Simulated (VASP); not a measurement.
Input of a VASP 6.6.1 run:

Contents of INCAR:

```
  ALGO = Fast
  EDIFF = 1E-7
  ENCUT = 520
  GGA = PS
  ISIF = 2
  ISMEAR = 0
  LASPH = T
  LCHARG = F
  LREAL = F
  LWAVE = F
  NBANDS = 18
  NELM = 80
  PREC = Accurate
  SIGMA = 0.15
```

File KPOINTS:

```
k-points
0
Gamma
  22 22 12
```

File POSCAR:

```
Au
1.0
    1.3885429198     -2.5147010887      0.0000000000
    1.3885429198      2.5147010887      0.0000000000
    0.0000000000      0.0000000000      5.0549454020
Au
2
Direct
    0.6653279700      0.3346720300      0.2500000000
    0.3346720300      0.6653279700      0.7500000000
```

Potentials or basis: VASP PAW PBE potentials, release 64 (Au).

Launch:

```bash
$ cat potpaw_PBE.64/Au/POTCAR > POTCAR
$ mpirun -np 1 vasp_std > vasp.out
```

Problem. Predict the band gap on the k mesh.

Solution. Zero (bands 11 and 12 overlap by 6.77 eV).

Problem. Estimate the pressure.

Solution. -4.5 GPa.

Stress tensor (GPa, compression positive):
```
-0.52  0.00  0.00
 0.00 -5.23  0.00
 0.00  0.00 -7.81
```

Caveat: the stress differs along the axes, from -8 to -1 GPa; the PAW data sets were made with another functional, which shifts forces and pressure a little; spin-orbit coupling is left out, which moves the levels of the heavy elements.
